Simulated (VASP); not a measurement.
# Ta4Al (I4/mmm) in VASP: notebook

The runs below take Ta4Al through single point, with PBE.

Everything below comes from runs of VASP 6.6.1. Logs are shortened: lines on timing, memory, paths and dates and some standing lists are left out, and cuts for length are marked.

## Step 1: The cell of the first run

It takes space group I4/mmm (No. 139, tetragonal). The conventional cell has a = 3.403 Å, b = 3.403 Å, c = 15.291 Å, α = 90.00°, β = 90.00°, γ = 90.00°. Within 3.8 Å of Ta (site symmetry 4mm) lie 13 Ta at 2.86 to 3.40 Å and 1 Al at 3.01 Å. Ta (site symmetry 4mm) has 4 Al at 2.82 Å and 10 Ta at 2.86 to 3.40 Å within 3.7 Å. Al (site symmetry 4/mmm) has 10 Ta at 2.82 to 3.01 Å and 4 Al at 3.40 Å within 3.7 Å.

## Step 2: Single point, PBE

Input file INCAR:

```
PREC     = Accurate       # precision mode
ENCUT    = 520            # plane-wave cutoff, eV
EDIFF    = 1E-7           # SCF threshold, eV
ISMEAR   = 0              # smearing method
SIGMA    = 0.2            # smearing width, eV
LREAL    = F              # projectors in reciprocal space
LASPH    = T              # aspherical terms in the spheres
NELM     = 80             # most SCF steps
ALGO     = Fast           # electronic algorithm
ISIF     = 2              # what is computed and relaxed
LWAVE    = F              # write WAVECAR
LCHARG   = F              # write CHGCAR
GGA      = PE             # functional
NBANDS   = 58             # bands
```

Input file KPOINTS:

```
Automatic mesh
0
Gamma
  6 4 6
```

Input file POSCAR:

```
Ta4Al
1.0
   -3.4029304801      3.4029304801      0.0000000000
    3.4029304801      3.4029304801      0.0000000000
    1.7014652400     -1.7014652400     -7.6454262132
Ta Al
8 2
Direct
    0.8032386984      0.0000000000      0.6064773968
    0.3032386984      0.5000000000      0.6064773968
    0.6967613016      0.5000000000      0.3935226032
    0.1967613016      1.0000000000      0.3935226032
    0.9043913944      0.5000000000      0.8087827887
    0.4043913944      1.0000000000      0.8087827887
    0.0956086056      0.5000000000      0.1912172113
    0.5956086056      0.0000000000      0.1912172113
    0.5000000000      0.5000000000      0.0000000000
    0.0000000000      0.0000000000      0.0000000000
```

Potentials or basis: VASP PAW PBE potentials, release 64 (Ta_pv, Al).

The run is started by

```sh
$ cat potpaw_PBE.64/Ta_pv/POTCAR potpaw_PBE.64/Al/POTCAR > POTCAR
$ mpirun -np 1 vasp_std > vasp.out
```

OUTCAR:

```text
PREC = Accurate
   ENCUT = 520
   EDIFF = 1E-7
   ISMEAR = 0
   LREAL = F
   LASPH = T
   NELM = 80
   ISIF = 2
   GGA = PE

 ion  position               nearest neighbor table
   1  0.803  0.000  0.606-   6 2.86   5 2.86   5 2.86   6 2.86   4 2.91   3 2.91   3 2.91   4 2.91
                            10 3.01   8 3.17   2 3.40   2 3.40   2 3.40   2 3.40
   2  0.303  0.500  0.606-   5 2.86   6 2.86   6 2.86   5 2.86   3 2.91   4 2.91   4 2.91   3 2.91
                             9 3.01   7 3.17   1 3.40   1 3.40   1 3.40   1 3.40
   3  0.697  0.500  0.394-   7 2.86   8 2.86   8 2.86   7 2.86   2 2.91   1 2.91   1 2.91   2 2.91
                             9 3.01   5 3.17   4 3.40   4 3.40   4 3.40   4 3.40
   4  0.197  0.000  0.394-   8 2.86   7 2.86   7 2.86   8 2.86   1 2.91   2 2.91   2 2.91   1 2.91
                            10 3.01   6 3.17   3 3.40   3 3.40   3 3.40   3 3.40
   5  0.904  0.500  0.809-   9 2.82  10 2.82  10 2.82   9 2.82   2 2.86   1 2.86   1 2.86   2 2.86
                             7 2.92   3 3.17   6 3.40   6 3.40   6 3.40   6 3.40
   6  0.404  0.000  0.809-  10 2.82   9 2.82   9 2.82  10 2.82   1 2.86   2 2.86   2 2.86   1 2.86
                             8 2.92   4 3.17   5 3.40   5 3.40   5 3.40   5 3.40
   7  0.096  0.500  0.191-   9 2.82  10 2.82  10 2.82   9 2.82   3 2.86   4 2.86   4 2.86   3 2.86
                             5 2.92   2 3.17   8 3.40   8 3.40   8 3.40   8 3.40
   8  0.596  0.000  0.191-  10 2.82   9 2.82   9 2.82  10 2.82   4 2.86   3 2.86   3 2.86   4 2.86
                             6 2.92   1 3.17   7 3.40   7 3.40   7 3.40   7 3.40
   9  0.500  0.500  0.000-   7 2.82   5 2.82   8 2.82   6 2.82   8 2.82   6 2.82   5 2.82   7 2.82
                             3 3.01   2 3.01
  10  0.000  0.000  0.000-   8 2.82   6 2.82   7 2.82   5 2.82   7 2.82   5 2.82   8 2.82   6 2.82
                             4 3.01   1 3.01

  LATTYP: Found a base centered orthorhombic cell.
 ALAT       =     4.8124704368
 B/A-ratio  =     3.1773395031
 C/A-ratio  =     1.0000000000

  Lattice vectors:

 A1 = (   1.7014652401,  -1.7014652401,   7.6454262132)
 A2 = (   1.7014652400,  -1.7014652400,  -7.6454262132)
 A3 = (   3.4029304801,   3.4029304801,   0.0000000000)

Analysis of symmetry for initial positions (statically):
=====================================================================
 Subroutine PRICEL returns following result:

  LATTYP: Found a body centered tetragonal cell.
 ALAT       =     3.4029304801
 C/A-ratio  =     4.4934366176

  Lattice vectors:

 A1 = (  -1.7014652400,  -1.7014652401,   7.6454262132)
 A2 = (   1.7014652401,   1.7014652400,   7.6454262132)
 A3 = (  -1.7014652401,   1.7014652401,  -7.6454262132)

   2 primitive cells build up your supercell.

 Routine SETGRP: Setting up the symmetry group for a
 base centered orthorhombic supercell.

 Subroutine GETGRP returns: Found  8 space group operations
 (whereof  8 operations were pure point group operations)
 out of a pool of  8 trial point group operations.

The static configuration has the point symmetry D_2h.

Analysis of symmetry for dynamics (positions and initial velocities):
=====================================================================
 Subroutine PRICEL returns following result:

  LATTYP: Found a body centered tetragonal cell.
 ALAT       =     3.4029304801
 C/A-ratio  =     4.4934366176

  Lattice vectors:

 A1 = (  -1.7014652400,  -1.7014652401,   7.6454262132)
 A2 = (   1.7014652401,   1.7014652400,   7.6454262132)
 A3 = (  -1.7014652401,   1.7014652401,  -7.6454262132)

   2 primitive cells build up your supercell.

 Routine SETGRP: Setting up the symmetry group for a
 base centered orthorhombic supercell.

 Subroutine GETGRP returns: Found  8 space group operations
 (whereof  8 operations were pure point group operations)
 out of a pool of  8 trial point group operations.

The dynamic configuration has the point symmetry D_2h.

 Subroutine INISYM returns: Found  8 space group operations
 (whereof  8 operations are pure point group operations),
 and found     2 'primitive' translations

----------------------------------------------------------------------------------------

                                     Primitive cell

  volume of cell :      88.5335

  direct lattice vectors                    reciprocal lattice vectors
    -1.701465240 -1.701465240  7.645426213    -0.293864364  0.000000000  0.065398578
     1.701465240  1.701465240  7.645426213     0.000000000  0.293864364  0.065398578
    -1.701465240  1.701465240 -7.645426213    -0.293864364  0.293864364  0.000000000

  length of vectors
     8.015142538  8.015142538  8.015142538     0.301053547  0.301053547  0.415586969

  position of ions in fractional coordinates (direct lattice)
     0.196761302  0.196761302  0.000000000
     0.803238698  0.803238698  0.000000000
     0.595608606  0.595608606  0.000000000
     0.404391394  0.404391394  1.000000000
     0.000000000  0.000000000  0.000000000

  ion indices of the primitive-cell ions
   primitive index   ion index
                 1           1
                 2           4
                 3           6
                 4           8
                 5          10

----------------------------------------------------------------------------------------

 KPOINTS: Automatic mesh

Automatic generation of k-mesh.
 Grid dimensions read from file:
 generate k-points for:    6    4    6

 Generating k-lattice:

  Cartesian coordinates                     Fractional coordinates (reciprocal lattice)
    -0.024488697  0.024488697 -0.010899763     0.166666667  0.000000000  0.000000000
     0.036733045  0.036733045  0.000000000     0.000000000  0.250000000  0.000000000
     0.000000000  0.000000000 -0.021799526     0.000000000  0.000000000  0.166666667

  Length of vectors
     0.036306988  0.051948371  0.021799526

  Shift w.r.t. Gamma in fractional coordinates (k-lattice)
     0.000000000  0.000000000  0.000000000

 Subroutine IBZKPT returns following result:
 ===========================================

 Found     39 irreducible k-points:

 Following reciprocal coordinates:
            Coordinates               Weight
  0.000000  0.000000  0.000000      1.000000
  0.166667  0.000000 -0.000000      4.000000
  0.333333  0.000000 -0.000000      4.000000
  0.500000  0.000000 -0.000000      2.000000
  0.000000  0.250000  0.000000      2.000000
  0.166667  0.250000 -0.000000      8.000000
[... 16 lines left out ...]
  0.000000  0.500000  0.166667      2.000000
  0.166667  0.500000  0.166667      4.000000
 [... further k-points ...]
   k-points           NKPTS =     39   k-points in BZ     NKDIM =     39   number of bands    NBANDS=     58
   number of dos      NEDOS =    301   number of ions     NIONS =     10
   total plane-waves  NPLWV =  77760
   dimension x,y,z NGX =    36 NGY =   36 NGZ =   60
   dimension x,y,z NGXF=    72 NGYF=   72 NGZF=  120
   ions per type =               8   2
   NGX,Y,Z   is equivalent  to a cutoff of  12.44, 12.44, 12.44 a.u.
   NGXF,Y,Z  is equivalent  to a cutoff of  24.87, 24.87, 24.89 a.u.
 SYSTEM =  unknown system
   PREC   = accura    normal or accurate (medium, high low for compatibility)
   ISTART =      0    job   : 0-new  1-cont  2-samecut
   ICHARG =      2    charge: 1-file 2-atom 10-const
   ISPIN  =      1    spin polarized calculation?
   LNONCOLLINEAR =      F non collinear calculations
   LSORBIT =      F    spin-orbit coupling
   LASPH  =      T    aspherical Exc in radial PAW
   ENCUT  =  520.0 eV  38.22 Ry    6.18 a.u.   8.95  8.95 14.90*2*pi/ulx,y,z
   NELM   =     80;   NELMIN=  2; NELMDL= -5     # of ELM steps
   EDIFF  = 0.1E-06   stopping-criterion for ELM
   LREAL  =      F    real-space projection
   EDIFFG = 0.1E-05   stopping-criterion for IOM
   NSW    =      0    number of steps for IOM
   IBRION =     -1    ionic relax: 0-MD 1-quasi-New 2-CG
   NFREE  =      0    steps in history (QN), initial steepest desc. (CG)
   ISIF   =      2    stress and relaxation
   ISYM   =      2    0-nonsym 1-usesym 2-fastsym
   POTIM  = 0.5000    time-step for ionic-motion
   TEBEG  =    0.0;   TEEND  =   0.0 temperature during run
   PSTRESS=    0.0 pullay stress
   NELECT =      94.0000    total number of electrons
   NUPDOWN=      -1.0000    fix difference up-down
   EMIN   =  10.00;   EMAX   =-10.00  energy-range for DOS
   EFERMI =   0.00;   METHOD = LEGACY
   ISMEAR =     0;   SIGMA  =   0.20  broadening in eV -4-tet -1-fermi 0-gaus
   EFERMI_NEDOS =   21; number of points for ismear=-14 and -15
   IALGO  =     68    algorithm
   IMIX   =      4    mixing-type and parameters
     AMIX     =   0.40;   BMIX     =  1.00
     AMIX_MAG =   1.60;   BMIX_MAG =  1.00
  volume/ion in A,a.u.               =      17.71       119.49
  Fermi-wavevector in a.u.,A,eV,Ry     =   1.325577  2.504977 23.907523  1.757153
  Thomas-Fermi vector in A             =   2.455027
   LORBIT       =      0    0 simple, 1 ext, 2 COOP (PROOUT), +10 PAW based schemes
   GGA     = PE    functional components
   LHFCALC =     F    Hartree Fock is set to
   AEXX    =    0.0000 exact exchange contribution
   IVDW    =     0    specifies the selected vdW correction
   LEPSILON=     F    determine dielectric tensor
   LRPA    =     F    only Hartree local field effects (RPA)
 non-spin polarized calculation
 RMM-DIIS sequential band-by-band and
 Gauss-broadening in eV      SIGMA  =   0.20
  energy-cutoff  :      520.00
  volume of cell :      177.07
 maximum number of plane-waves:      4798
   NGX = 17   NGY = 17   NGZ = 29

 number of electron      93.9999995 magnetization

 Free energy of the ion-electron system (eV)
  ---------------------------------------------------
  ext. energy  EPLUGINS =         0.00000000
  ---------------------------------------------------
  free energy    TOTEN  =      -103.14858125 eV

  energy without entropy =     -103.01314389  energy(sigma->0) =     -103.08086257

 E-fermi :   6.0081     XC(G=0): -12.1781

 val. band max:        6.0078254887   @ k =   0.1667   0.0000  -0.0000
 cond. band min:       6.0189086935   @ k =   0.3333   0.2500   0.1667
 fundamental gap:      0.0110832048
 Fermi energy:         6.0081232488

 k-point     1 :       0.0000    0.0000    0.0000
  band No.  band energies     occupation
      1     -28.3856      2.00000
      2     -28.3612      2.00000
      3     -28.2388      2.00000
      4     -28.2113      2.00000
      5     -28.2071      2.00000
      6     -28.1642      2.00000
[... 50 lines left out ...]
     57       8.5101      0.00000
     58       9.0055      0.00000

 k-point     2 :       0.1667    0.0000   -0.0000
  band No.  band energies     occupation
      1     -28.3679      2.00000
      2     -28.3197      2.00000
      3     -28.2640      2.00000
      4     -28.2196      2.00000
      5     -28.1969      2.00000
      6     -28.1492      2.00000
[... 50 lines left out ...]
     57       8.6352      0.00000
     58       9.0214      0.00000

 k-point     3 :       0.3333    0.0000   -0.0000
  band No.  band energies     occupation
      1     -28.3192      2.00000
      2     -28.3018      2.00000
      3     -28.2598      2.00000
      4     -28.2008      2.00000
      5     -28.1843      2.00000
      6     -28.1689      2.00000
[... 1216 lines left out ...]
      3     -28.2437      2.00000
      4     -28.2437      2.00000
      5     -28.1795      2.00000
      6     -28.1795      2.00000
[... 50 lines left out ...]
     57       9.3466      0.00000
     58       9.4269      0.00000

 k-point    24 :       0.1667    0.5000    0.1667
  band No.  band energies     occupation
      1     -28.3282      2.00000
      2     -28.3282      2.00000
      3     -28.2522      2.00000
      4     -28.2522      2.00000
      5     -28.2196      2.00000
      6     -28.2196      2.00000
[... 50 lines left out ...]
     57       9.0509      0.00000
     58       9.2438      0.00000

 [... further k-points ...]

------------------------ aborting loop because EDIFF is reached ----------------------------------------

  FORCE on cell =-STRESS in cart. coord.  units (eV):
  Direction    XX          YY          ZZ          XY          YZ          ZX
  --------------------------------------------------------------------------------------
  -------------------------------------------------------------------------------------
  Total       -0.0397196     -0.0397196      0.1690950      0.0343355     -0.0000000      0.0000000
  in kB       -0.3593992     -0.3593992      1.5300426      0.3106820     -0.0000000      0.0000000
  external PRESSURE =       0.2704147 kB  Pullay stress =       0.0000000 kB

 VOLUME and BASIS-vectors are now :
 -----------------------------------------------------------------------------
  energy-cutoff  :      520.00
  volume of cell :      177.07
      direct lattice vectors                 reciprocal lattice vectors
    -3.402930480  3.402930480  0.000000000    -0.146932182  0.146932182 -0.065398578
     3.402930480  3.402930480  0.000000000     0.146932182  0.146932182  0.000000000
     1.701465240 -1.701465240 -7.645426213     0.000000000  0.000000000 -0.130797155

 POSITION                                       TOTAL-FORCE (eV/Angst)
 -----------------------------------------------------------------------------------
     -1.70147      1.70147     -4.63678         0.000000     -0.000000      0.006001
      1.70147      1.70147     -4.63678         0.000000     -0.000000      0.006001
     -0.00000      3.40293     -3.00865        -0.000000      0.000000     -0.006001
     -0.00000      0.00000     -3.00865        -0.000000      0.000000     -0.006001
     -0.00000      3.40293     -6.18349        -0.000000      0.000000     -0.033301
     -0.00000      0.00000     -6.18349        -0.000000      0.000000     -0.033301
      1.70147      1.70147     -1.46194         0.000000     -0.000000      0.033301
     -1.70147      1.70147     -1.46194         0.000000     -0.000000      0.033301
      0.00000      3.40293      0.00000         0.000000      0.000000     -0.000000
      0.00000      0.00000      0.00000         0.000000      0.000000     -0.000000
 -----------------------------------------------------------------------------------
    total drift:                               -0.000000      0.000000     -0.000000

  FREE ENERGIE OF THE ION-ELECTRON SYSTEM (eV)
  ---------------------------------------------------
  free  energy   TOTEN  =      -103.1485812457 eV

  energy  without entropy=     -103.0131438878  energy(sigma->0) =     -103.08086257
```

Wall time 3.5 min (1 thread of Intel Xeon 6975P-C (Granite Rapids), shared host); peak memory 0.43 GiB.

What came out:

| Quantity | Value |
| --- | --- |
| Free energy | -103.1486 eV |
| Pressure | 0.0 GPa |
| Largest force | 0.033 eV/Å |
| Band gap on the k mesh | zero (bands 47 and 48 overlap by 1.19 eV) |

Forces on the atoms (eV/Å):
```
Ta   0.000  0.000  0.006
Ta   0.000  0.000  0.006
Ta   0.000  0.000 -0.006
Ta   0.000  0.000 -0.006
Ta   0.000  0.000 -0.033
Ta   0.000  0.000 -0.033
Ta   0.000  0.000  0.033
Ta   0.000  0.000  0.033
Al   0.000  0.000  0.000
Al   0.000  0.000  0.000
```

Caveat: spin-orbit coupling is left out, which moves the levels of the heavy elements.

## Step 3: Single point, PBE

This run uses another cell than the first one: it holds 5 atoms, not 10.

Input file INCAR:

```
SYSTEM = Ta4Al
PREC = Accurate ; ENCUT = 520
EDIFF = 1E-7 ; ISMEAR = 0
SIGMA = 0.2 ; LREAL = .FALSE.
LASPH = .TRUE. ; NELM = 100
ALGO = Normal ; ISIF = 2
LWAVE = .FALSE. ; LCHARG = .FALSE.
GGA = PE ; NBANDS = 32
```

Input file KPOINTS:

```
Automatic mesh
0
G
  7 7 7
  0 0 0
```

Input file POSCAR:

```
Ta4Al
1.0
   -1.7013501531      1.7013501531      7.6497336528
    1.7013501531     -1.7013501531      7.6497336528
    1.7013501531      1.7013501531     -7.6497336528
Ta Al
4 1
Direct
    0.1966644021      0.1966644021      0.0000000000
    0.8033355979      0.8033355979      0.0000000000
    0.5957283640      0.5957283640      0.0000000000
    0.4042716360      0.4042716360      0.0000000000
    0.0000000000      0.0000000000      0.0000000000
```

Potentials or basis: VASP PAW PBE potentials, release 64 (Ta_pv, Al).

The run is started by

```sh
$ cat potpaw_PBE.64/Ta_pv/POTCAR potpaw_PBE.64/Al/POTCAR > POTCAR
$ mpirun -np 1 vasp_std > vasp.out
```

It took 4.5 min on 1 thread of Intel Xeon Platinum 8488C (Sapphire Rapids), shared host; peak memory 0.51 GiB.

Results (log left out):

- Free energy: -51.5687 eV
- Pressure: 0.0 GPa
- Largest force: 0.005 eV/Å
- Band gap on the k mesh: zero (an odd number of electrons rules out a gap without spin polarisation)

Forces in eV/Å, atoms in the order of the input:
```
Ta   0.000  0.000  0.005
Ta   0.000  0.000 -0.005
Ta   0.000  0.000 -0.004
Ta   0.000  0.000  0.004
Al   0.000  0.000  0.000
```

Stress tensor (GPa, compression positive):
```
 0.14  0.00  0.00
 0.00  0.14  0.00
 0.00  0.00 -0.16
```

Levels at points of the mesh, in eV from the Fermi level:
| k point | band 21 | band 22 | band 23 | band 24 | band 25 | band 26 | band 27 | band 28 |
| --- | --- | --- | --- | --- | --- | --- | --- | --- |
| (0.00, 0.00, 0.00) | -0.22 | 0.40 | 0.63 | 0.76 | 0.76 | 1.65 | 2.34 | 2.34 |

Caveat: spin-orbit coupling is left out, which moves the levels of the heavy elements.
